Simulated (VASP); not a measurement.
Input of a VASP 6.6.1 run:

The input INCAR:

```
SYSTEM = WC
PREC     = Accurate       ! precision mode
ENCUT    = 520            ! plane-wave cutoff, eV
EDIFF    = 1E-6           ! SCF threshold, eV
ISMEAR   = -1             ! smearing method
SIGMA    = 0.1            ! smearing width, eV
LREAL    = Auto         
LASPH    = .TRUE.         ! aspherical terms in the spheres
NELM     = 80             ! most SCF steps
ALGO     = Normal         ! electronic algorithm
ISIF     = 2              ! what is computed and relaxed
LWAVE    = .FALSE.        ! write WAVECAR
LCHARG   = .TRUE.         ! write CHGCAR
GGA      = PS             ! functional
LELF     = .TRUE.         ! ELF
LVHAR    = .TRUE.       
NBANDS   = 86             ! bands
```

Contents of KPOINTS:

```
regular mesh
0
G
  3 3 1
  0 0 0
```

Contents of POSCAR:

```
WC
1.0
    5.8108000000      0.0000000000      0.0000000000
    0.0000000000      5.6803000000      0.0000000000
    0.0000000000      0.0000000000     15.1935840000
W C
8 8
Direct
    0.0000000000      0.0000000000      0.0658172555
    0.2156673780      0.0031336373      0.2322032774
    0.0000000000      0.5000088024      0.0658172555
    0.2511702347      0.4902029822      0.2364287452
    0.5000000000      0.0000000000      0.0658172555
    0.7362497419      0.0206679225      0.2276618868
    0.5000000000      0.5000088024      0.0658172555
    0.7676739864      0.5293030298      0.2250357783
    0.5074516418      0.2319595796      0.1692885629
    0.4343291801      0.1643575163      0.3070967324
    0.4565808495      0.7665264159      0.1703679658
    0.0693536174      0.6481523863      0.3341410427
    1.0282233083      0.2785592310      0.1805828039
    0.5837922489      0.3114272134      0.3269077263
    0.9936325463      0.7758569090      0.1676892035
    0.9429682660      0.8554829851      0.3466594847
```

Potentials or basis: VASP PAW PBE potentials, release 64 (W_sv, C).

The run is started by

```sh
$ cat potpaw_PBE.64/W_sv/POTCAR potpaw_PBE.64/C/POTCAR > POTCAR
$ mpirun -np 1 vasp_std > vasp.out
```

Problem. What does it give for the band gap on the k mesh?

Solution. Zero (bands 72 and 73 overlap by 0.28 eV).

Problem. Predict the largest force.

Solution. 5.955 eV/Å.

Forces in eV/Å, atoms in the order of the input:
```
W   -0.275  0.993 -0.017
W    0.749 -1.953 -0.762
W    0.057  0.392  0.766
W    2.535  0.849  0.043
W   -0.484 -0.213  0.193
W    1.185 -1.340  1.310
W    0.015  0.243  1.474
W   -1.624 -1.001  1.523
C   -1.008  2.723 -2.610
C   -2.391 -1.661  2.434
C    1.548 -1.192  0.537
C   -1.652  3.776 -0.254
C   -2.607 -1.386 -1.677
C    4.003  4.406  0.138
C   -1.032 -1.737 -0.661
C    0.984 -2.901 -2.436
```

Caveat: the k points lie up to 0.37 Å⁻¹ apart; the atoms stand as in a frame of molecular dynamics; the PAW data sets were made with another functional, which shifts forces and pressure a little; spin-orbit coupling is left out, which moves the levels of the heavy elements.
